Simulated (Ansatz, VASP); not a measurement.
CaTi2N2 in VASP and in Ansatz

```
Ca Ti N
1.0
    -1.51261    1.51261    7.18345
     1.51261   -1.51261    7.18345
     1.51261    1.51261   -7.18345
Ca Ti N
1 2 2
Direct
  0.00000 0.00000 0.00000
  0.31766 0.31766 0.00000
  0.68234 0.68234 0.00000
  0.82646 0.82646 0.00000
  0.17354 0.17354 0.00000
```

Alike in both runs: functional PBE; k mesh 5 × 5 × 5; occupations gaussian, width 0.15 eV; collinear spin.

Ansatz relaxed the structure, and its values are those at the end. VASP's run is a single point on that final structure, the one shown.

```csv
,VASP,Ansatz
version,VASP 6.6.1,Ansatz 0.2.0
potentials or method,"VASP PAW PBE potentials, release 64 (Ca_sv, Ti_sv, N), cutoff 520 eV","scalar-relativistic, plane waves, PAW"
valence electrons in the cell,44,44
```

Ansatz gave:

- gap on the k mesh at the Fermi level (eV): none
- pressure (GPa): -0.1
- rms of the force components (eV/Å): 0.013
- net moment per atom (μB): 0.00

Question: What did VASP give for the same quantities?

Answer: gap on the k mesh at the Fermi level (eV): none; pressure (GPa): 0.2; rms of the force components (eV/Å): 0.006; net moment per atom (μB): 0.00.

A gap of «none» marks a metal or a gap that the smearing closes. The functional is the same, so the differences come from potentials, cutoffs and numerics. Ansatz's warnings: seeded moment not kept.

The k mesh is coarse, so the values compare programs but aren't converged.
